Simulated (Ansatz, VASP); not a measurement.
## As in VASP and in Ansatz

File INCAR:

```
PREC     = Accurate       # precision mode
ENCUT    = 520            # plane-wave cutoff, eV
EDIFF    = 1E-6           # SCF threshold, eV
ISMEAR   = -1             # smearing method
SIGMA    = 0.08           # smearing width, eV
LREAL    = F              # projectors in reciprocal space
LASPH    = T              # aspherical terms in the spheres
NELM     = 60             # most SCF steps
ALGO     = Normal         # electronic algorithm
ISIF     = 2              # what is computed and relaxed
LWAVE    = F              # write WAVECAR
LCHARG   = F              # write CHGCAR
NBANDS   = 8              # bands
```

KPOINTS

```
Automatic mesh
0
Gamma
  18 18 18
```

File POSCAR:

```
As
1.0
   -1.4266599471      1.4266599471      1.4266599471
    1.4266599471     -1.4266599471      1.4266599471
    1.4266599471      1.4266599471     -1.4266599471
As
1
Direct
    0.0000000000      0.0000000000      0.0000000000
```

Input for Ansatz:

```yaml
crystal:
  lattice:
    - [-1.4266599471, 1.4266599471, 1.4266599471]
    - [1.4266599471, -1.4266599471, 1.4266599471]
    - [1.4266599471, 1.4266599471, -1.4266599471]
  atoms:
    - { symbol: As, position: [0.0, 0.0, 0.0] }
kpoints:
  mp_grid: { grid: [18, 18, 18] }
scf:
  occupations: { method: fermi_dirac, width: 0.08 }
hamiltonian:
  xc: lda
  pseudopotentials: { kind: all_electron, lapw: { basis_error: 0.001 } }
output:
  forces: true
  stress: true
  eigenvalues: true
  populations: true
```

Change from the starting cell: volume scaled by 0.65, LAPW.

Alike in both runs: task single point; functional LDA; k mesh 18 × 18 × 18; occupations fermi-dirac, width 0.08 eV; no spin polarisation.

|  | VASP | Ansatz |
| --- | --- | --- |
| version | VASP 6.6.1 | Ansatz 0.2.0 |
| potentials or method | VASP PAW LDA potentials, release 64 (As), cutoff 520 eV | all-electron LAPW, scalar-relativistic |

|  | VASP | Ansatz | Ansatz less VASP |
| --- | --- | --- | --- |
| pressure (GPa) | 107.6 | 104.0 | -3.61 |

LDA's correlation is that of Perdew and Zunger in VASP and of Perdew and Wang (1992) in Ansatz. Both programs put the cell under a high pressure, so it lies far from rest at this level. Ansatz ran all-electron here, and VASP with PAW potentials.

Noted on VASP's run: the cell as given lies far from equilibrium.
